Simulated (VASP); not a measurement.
# Pt (Fd-3m) in VASP: further runs, part 2 of 2

VASP 6.6.1.

**3. Relaxation of cell and atoms, PBE, target pressure -2.9 GPa, at which the enthalpy is minimised**

This run uses another cell than the first one, of 24.75 Å³/atom, 1.244 times its volume.

The input, INCAR:

```
ALGO     = Normal         # electronic algorithm
EDIFF    = 1E-6           # SCF threshold, eV
EDIFFG   = -0.005         # ionic threshold
ENCUT    = 600            # plane-wave cutoff, eV
GGA      = PE             # functional
IBRION   = 2              # ionic algorithm
ISIF     = 3              # what is computed and relaxed
ISMEAR   = -1             # smearing method
LASPH    = True           # aspherical terms in the spheres
LCHARG   = False          # write CHGCAR
LREAL    = False          # projectors in reciprocal space
LWAVE    = False          # write WAVECAR
NELM     = 100            # most SCF steps
NSW      = 32             # ionic steps
PREC     = Accurate       # precision mode
PSTRESS  = -29.0        
SIGMA    = 0.05           # smearing width, eV
```

The input, KPOINTS:

```
k-points
0
Gamma
  12 12 12
```

The input, POSCAR:

```
Pt
1.0
    0.0000000000      2.9143694573      2.9143694573
    2.9143694573      0.0000000000      2.9143694573
    2.9143694573      2.9143694573      0.0000000000
Pt
2
Direct
   -0.1250000000     -0.1250000000     -0.1250000000
    0.1250000000      0.1250000000      0.1250000000
```

Potentials or basis: VASP PAW PBE potentials, release 64 (Pt).

Started as:

```sh
> cat potpaw_PBE.64/Pt/POTCAR > POTCAR
> mpirun -np 1 vasp_std > vasp.out
```

OUTCAR:

```text
EDIFF = 1E-6
   EDIFFG = -0.005
   ENCUT = 600
   GGA = PE
   IBRION = 2
   ISIF = 3
   ISMEAR = -1
   LASPH = True
   LREAL = False
   NELM = 100
   NSW = 32
   PREC = Accurate
   PSTRESS = -29.0

 ion  position               nearest neighbor table
   1  0.875  0.875  0.875-   2 2.52   2 2.52   2 2.52   2 2.52
   2  0.125  0.125  0.125-   1 2.52   1 2.52   1 2.52   1 2.52

  LATTYP: Found a face centered cubic cell.
 ALAT       =     5.8287389146

  Lattice vectors:

 A1 = (   0.0000000000,   2.9143694573,   2.9143694573)
 A2 = (   2.9143694573,   0.0000000000,   2.9143694573)
 A3 = (   2.9143694573,   2.9143694573,   0.0000000000)

Analysis of symmetry for initial positions (statically):
=====================================================================
 Subroutine PRICEL returns:
 Original cell was already a primitive cell.

 Routine SETGRP: Setting up the symmetry group for a
 face centered cubic supercell.

 Subroutine GETGRP returns: Found 48 space group operations
 (whereof 12 operations were pure point group operations)
 out of a pool of 48 trial point group operations.

The static configuration has the point symmetry D_3d.
 The point group associated with its full space group is O_h .

Analysis of symmetry for dynamics (positions and initial velocities):
=====================================================================
 Subroutine PRICEL returns:
 Original cell was already a primitive cell.

 Routine SETGRP: Setting up the symmetry group for a
 face centered cubic supercell.

 Subroutine GETGRP returns: Found 48 space group operations
 (whereof 12 operations were pure point group operations)
 out of a pool of 48 trial point group operations.

The dynamic configuration has the point symmetry D_3d.
 The point group associated with its full space group is O_h .

 Subroutine INISYM returns: Found 48 space group operations
 (whereof 12 operations are pure point group operations),
 and found     1 'primitive' translations

----------------------------------------------------------------------------------------

                                     Primitive cell

  volume of cell :      49.5067

  direct lattice vectors                    reciprocal lattice vectors
     0.000000000  2.914369457  2.914369457    -0.171563698  0.171563698  0.171563698
     2.914369457  0.000000000  2.914369457     0.171563698 -0.171563698  0.171563698
     2.914369457  2.914369457  0.000000000     0.171563698  0.171563698 -0.171563698

  length of vectors
     4.121540812  4.121540812  4.121540812     0.297157041  0.297157041  0.297157041

  position of ions in fractional coordinates (direct lattice)
     0.875000000  0.875000000  0.875000000
     0.125000000  0.125000000  0.125000000

  ion indices of the primitive-cell ions
   primitive index   ion index
                 1           1
                 2           2

----------------------------------------------------------------------------------------
[... 56 lines left out ...]
   dimension x,y,z NGXF=    72 NGYF=   72 NGZF=   72
   ions per type =               2
   NGX,Y,Z   is equivalent  to a cutoff of  14.52, 14.52, 14.52 a.u.
   NGXF,Y,Z  is equivalent  to a cutoff of  29.04, 29.04, 29.04 a.u.
 SYSTEM =  unknown system
   PREC   = accura    normal or accurate (medium, high low for compatibility)
   ISTART =      0    job   : 0-new  1-cont  2-samecut
   ICHARG =      2    charge: 1-file 2-atom 10-const
   ISPIN  =      1    spin polarized calculation?
   LNONCOLLINEAR =      F non collinear calculations
   LSORBIT =      F    spin-orbit coupling
   LASPH  =      T    aspherical Exc in radial PAW
   ENCUT  =  600.0 eV  44.10 Ry    6.64 a.u.   8.23  8.23  8.23*2*pi/ulx,y,z
   NELM   =    100;   NELMIN=  2; NELMDL= -5     # of ELM steps
   EDIFF  = 0.1E-05   stopping-criterion for ELM
   LREAL  =      F    real-space projection
   EDIFFG = -.5E-02   stopping-criterion for IOM
   NSW    =     32    number of steps for IOM
   IBRION =      2    ionic relax: 0-MD 1-quasi-New 2-CG
   NFREE  =      1    steps in history (QN), initial steepest desc. (CG)
   ISIF   =      3    stress and relaxation
   ISYM   =      2    0-nonsym 1-usesym 2-fastsym
   POTIM  = 0.5000    time-step for ionic-motion
   TEBEG  =    0.0;   TEEND  =   0.0 temperature during run
   PSTRESS=  -29.0 pullay stress
   NELECT =      20.0000    total number of electrons
   NUPDOWN=      -1.0000    fix difference up-down
   EMIN   =  10.00;   EMAX   =-10.00  energy-range for DOS
   EFERMI =   0.00;   METHOD = LEGACY
   ISMEAR =    -1;   SIGMA  =   0.05  broadening in eV -4-tet -1-fermi 0-gaus
   EFERMI_NEDOS =   21; number of points for ismear=-14 and -15
   IALGO  =     38    algorithm
   IMIX   =      4    mixing-type and parameters
     AMIX     =   0.40;   BMIX     =  1.00
     AMIX_MAG =   1.60;   BMIX_MAG =  1.00
  volume/ion in A,a.u.               =      24.75       167.04
  Fermi-wavevector in a.u.,A,eV,Ry     =   1.210218  2.286980 19.927464  1.464627
  Thomas-Fermi vector in A             =   2.345771
   LORBIT       =      0    0 simple, 1 ext, 2 COOP (PROOUT), +10 PAW based schemes
   GGA     = PE    functional components
   LHFCALC =     F    Hartree Fock is set to
   AEXX    =    0.0000 exact exchange contribution
   IVDW    =     0    specifies the selected vdW correction
   LEPSILON=     F    determine dielectric tensor
   LRPA    =     F    only Hartree local field effects (RPA)
 conjugate gradient relaxation of ions
 non-spin polarized calculation
  energy-cutoff  :      600.00
  volume of cell :       49.51
 maximum number of plane-waves:      1676
 NGX is ok and might be reduce to    36
   NGX = 17   NGY = 17   NGZ = 17

--------------------------------------- Ionic step        1  -------------------------------------------

 number of electron      19.9999998 magnetization

 Free energy of the ion-electron system (eV)
  ---------------------------------------------------
  ext. energy  EPLUGINS =         0.00000000
  ---------------------------------------------------
  free energy    TOTEN  =       -10.06332001 eV

  energy without entropy =      -10.01487798  energy(sigma->0) =      -10.03909900

------------------------ aborting loop because EDIFF is reached ----------------------------------------

  FORCE on cell =-STRESS in cart. coord.  units (eV):
  Direction    XX          YY          ZZ          XY          YZ          ZX
  --------------------------------------------------------------------------------------
  -------------------------------------------------------------------------------------
  Total       -0.9802990     -0.9802990     -0.9802990     -0.0000000      0.0000000      0.0000000
  in kB      -31.7252684    -31.7252684    -31.7252684     -0.0000000      0.0000000      0.0000000
  external PRESSURE =      -2.7252684 kB  Pullay stress =     -29.0000000 kB
[... 63 lines left out ...]
--------------------------------------- Ionic step        3  -------------------------------------------

 number of electron      19.9999998 magnetization

 Free energy of the ion-electron system (eV)
  ---------------------------------------------------
  ext. energy  EPLUGINS =         0.00000000
  ---------------------------------------------------
  free energy    TOTEN  =       -10.06597830 eV

  energy without entropy =      -10.01774923  energy(sigma->0) =      -10.04186377

 E-fermi :   4.7303     XC(G=0): -10.2950

 val. band max:        4.7282010964   @ k =  -0.2500   0.0833   0.0000
 cond. band min:       4.7304685590   @ k =  -0.4167   0.4167   0.0833
 fundamental gap:      0.0022674626
 Fermi energy:         4.7303126775

 k-point     1 :       0.0000    0.0000    0.0000
  band No.  band energies     occupation
      1      -2.0535      2.00000
      2       0.4723      2.00000
      3       0.4723      2.00000
      4       0.6024      2.00000
      5       0.6024      2.00000
      6       0.6024      2.00000
      7       2.9722      2.00000
      8       2.9722      2.00000
      9       2.9722      2.00000
     10       4.6300      1.76283
     11       4.6300      1.76283
     12      14.9987      0.00000
     13      15.2241      0.00000
     14      16.0528      0.00000
[... 377 lines left out ...]
      1      -0.1011      2.00000
      2       0.1132      2.00000
      3       0.2796      2.00000
      4       0.5270      2.00000
      5       0.9558      2.00000
      6       1.2650      2.00000
      7       2.9832      2.00000
      8       2.9862      2.00000
      9       4.1438      1.99998
     10       4.4992      1.98053
     11       4.5935      1.87818
     12       5.5734      0.00000
     13      10.0849      0.00000
     14      11.7110      0.00000

 [... further k-points ...]

------------------------ aborting loop because EDIFF is reached ----------------------------------------

  FORCE on cell =-STRESS in cart. coord.  units (eV):
  Direction    XX          YY          ZZ          XY          YZ          ZX
  --------------------------------------------------------------------------------------
  -------------------------------------------------------------------------------------
  Total       -0.8905075     -0.8905075     -0.8905075     -0.0000000     -0.0000000      0.0000000
  in kB      -28.9012033    -28.9012033    -28.9012033     -0.0000000     -0.0000000      0.0000000
  external PRESSURE =       0.0987967 kB  Pullay stress =     -29.0000000 kB
[... 21 lines left out ...]
  energy  without entropy=      -10.0177492329  energy(sigma->0) =      -10.04186377

  enthalpy is  TOTEN    =       -10.9595299236 eV   P V=       -0.8935516192

 reached required accuracy - stopping structural energy minimisation
```

It took 87 s on 1 thread of Intel Xeon Platinum 8259CL at 2.50GHz (Skylake/Cascade Lake), shared host; peak memory 0.24 GiB.

Results:

* Free energy: -10.0660 eV
* Relaxed volume: 24.68 Å³/atom
* Relaxed cell: a = 4.118 Å, b = 4.118 Å, c = 4.118 Å, α = 60.00°, β = 60.00°, γ = 60.00°
* Space group after relaxing (to 0.05 Å): Fd-3m (No. 227)
* Energy change on relaxing (the enthalpy is what falls): -1.3 meV/atom
* Ionic steps: 3
* Pressure after relaxing: -2.9 GPa
* Band gap on the k mesh: zero (band 10 reaches 4.92 eV, above the bottom of band 11 at 4.33 eV)

The path:
| step | energy change (eV) | largest force (eV/Å) | pressure (GPa) | volume (Å³) |
| --- | --- | --- | --- | --- |
| 1 | 0.0000 | 0.0000 | -3.17 | 49.51 |
| 2 | -0.0054 | 0.0000 | -2.57 | 49.21 |
| 3 | -0.0027 | 0.0000 | -2.89 | 49.37 |

Final structure:
```yaml
crystal:
  lattice:
    - [0.00000, 2.91162, 2.91162]
    - [2.91162, 0.00000, 2.91162]
    - [2.91162, 2.91162, 0.00000]
  atoms:
    - { symbol: Pt, position: [0.87500, 0.87500, 0.87500] }
    - { symbol: Pt, position: [0.12500, 0.12500, 0.12500] }
```

Caveat: the cell is relaxed towards a set pressure, so the enthalpy falls and the energy may rise; spin-orbit coupling is left out, which moves the levels of the heavy elements.
